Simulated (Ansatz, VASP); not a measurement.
## One calculation of GaAs, two programs

```
CELL_PARAMETERS angstrom
0.00000 2.83316 2.83316
2.83316 0.00000 2.83316
2.83316 2.83316 0.00000
ATOMIC_POSITIONS crystal
Ga 0.00000 0.00000 0.00000
As 0.25000 0.25000 0.25000
```

Alike in both runs: functional r2SCAN; k mesh 6 × 6 × 6; no spin polarisation.

Ansatz relaxed the structure, and its values are those at the end. VASP's run is a single point on that final structure, the one shown.

```csv
,VASP,Ansatz
version,VASP 6.6.1,Ansatz 0.2.0
potentials or method,"VASP PAW PBE potentials, release 64 (Ga_d, As), cutoff 520 eV","plane waves, PAW"
occupations,"gaussian, width 0.01 eV",fixed
valence electrons in the cell,18,28
```

|  | VASP | Ansatz | Ansatz less VASP |
| --- | --- | --- | --- |
| pressure (GPa) | 0.1 | 0.0 | -0.13 |

VASP's potentials were made for PBE, not for r2SCAN. VASP's potentials hold 18 valence electrons a cell and Ansatz's 28, so a difference there can come from the potentials and not from the codes.
